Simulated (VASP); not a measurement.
A run of VASP 6.6.1 is set up as follows.

The input INCAR:

```
PREC     = Accurate       # precision mode
ENCUT    = 520            # plane-wave cutoff, eV
EDIFF    = 1E-7           # SCF threshold, eV
ISMEAR   = 0              # smearing method
SIGMA    = 0.01           # smearing width, eV
LREAL    = False          # projectors in reciprocal space
LASPH    = True           # aspherical terms in the spheres
NELM     = 60             # most SCF steps
ALGO     = Normal         # electronic algorithm
ISIF     = 2              # what is computed and relaxed
LWAVE    = False          # write WAVECAR
LCHARG   = False          # write CHGCAR
LDIPOL   = True         
IDIPOL   = 3            
DIPOL    = 0.5 0.5 0.345
GGA      = PE             # functional
NBANDS   = 12             # bands
```

File KPOINTS:

```
Automatic mesh
0
Gamma
  12 12 1
```

POSCAR

```
Sb
1.0
    4.1051829711      0.0000000000      0.0000000000
   -2.0525914855      3.5551927401      0.0000000000
    0.0000000000      0.0000000000     26.8552477996
Sb
2
Direct
    0.3333333333      0.6666666667      0.3149797949
    0.6666666667      0.3333333333      0.3749272221
```

Potentials or basis: VASP PAW PBE potentials, release 64 (Sb).

Command:

```console
$ cat potpaw_PBE.64/Sb/POTCAR > POTCAR
$ mpirun -np 1 vasp_std > vasp.out
```

Q: What does it give for the largest force?

A: 0.368 eV/Å.

Q: What does it give for the band gap on the k mesh?

A: 1.36 eV, indirect (least direct gap 1.60 eV).

Forces in eV/Å, atoms in the order of the input:
```
Sb   0.000  0.000 -0.368
Sb   0.000  0.000  0.368
```

Caveat: spin-orbit coupling is left out, which moves the levels of the heavy elements.
